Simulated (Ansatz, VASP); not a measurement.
**TaN in VASP and in Ansatz**

```
Ta N
1.0
     5.34980    0.00000    0.00000
    -2.67490    4.63306    0.00000
     0.00000    0.00000    2.90984
Ta N
3 3
Direct
  0.33333 0.66667 0.50000
  0.66667 0.33333 0.50000
  0.00000 0.00000 0.00000
  0.47131 0.04289 0.00000
  0.57158 0.52869 0.00000
  0.95711 0.42842 0.00000
```

Alike in both runs: task single point; functional PBEsol; k mesh 9 × 9 × 12; occupations gaussian, width 0.1 eV; no spin polarisation.

|  | VASP | Ansatz |
| --- | --- | --- |
| version | VASP 6.6.1 | Ansatz 0.2.0 |
| potentials or method | VASP PAW PBE potentials, release 64 (Ta_pv, N), cutoff 520 eV | scalar-relativistic, plane waves, PAW |
| valence electrons in the cell | 48 | 54 |

|  | VASP | Ansatz | Ansatz less VASP |
| --- | --- | --- | --- |
| gap on the k mesh at the Fermi level (eV) | none | none | - |
| pressure (GPa) | -6.4 | -7.3 | -0.90 |
| traceless stress, the component that is largest in VASP (GPa) | 9.17 | 8.86 | -0.314 |
| rms of the force components (eV/Å) | 3.006 | 2.971 | -0.0345 |

VASP's potentials were made for PBE, not for PBEsol. Atom by atom the forces differ by 0.035 eV/Å (rms over components). A gap of «none» marks a metal or a gap that the smearing closes. VASP's potentials hold 48 valence electrons a cell and Ansatz's 54, so a difference there can come from the potentials and not from the codes.

Spin-orbit coupling is off throughout.
